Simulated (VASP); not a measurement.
Runs of VASP 6.6.1 on Si2W. The structure is that of space group I4/mmm (No. 139), or close to it. The cells are those of the table. 

```tsv
task	cell	gap on the mesh (eV)	pressure (GPa)	largest force (eV/Å)
electric field gradients	a = 4.608 Å, angles 138.6, 138.6, 59.9°, 3 atoms	none	-11.2	0.35
electric field gradients	a = 4.582 Å, angles 139.0, 139.0, 59.4°, 3 atoms	none	-5.5	0.29
electric field gradients	a = 4.563 Å, angles 138.6, 138.6, 59.9°, 3 atoms	none	(a)	0.29
electric field gradients	a = 4.548 Å, angles 138.6, 138.6, 59.9°, 3 atoms	none	-3.2	0.27
single point	a = 4.548 Å, angles 138.6, 138.6, 59.9°, 3 atoms	none	-3.2	0.27
```

Alike in all rows: level PBEsol; potentials or basis VASP PAW PBE potentials, release 64 (Si, W_sv); no spin polarisation; k mesh 18 × 18 × 18; cutoff (eV) 520; smearing fermi-dirac 0.03 eV.

**Question.** Estimate the missing entries.

**Answer.** (a) -5.4.

Caveats: the PAW data sets were made with another functional, which shifts forces and pressure a little; spin-orbit coupling is left out, which moves the levels of the heavy elements.

A k mesh can miss the band edges, and the runs leave out spin-orbit coupling on W.

A gap of «none» marks levels without a gap at the run's occupations.
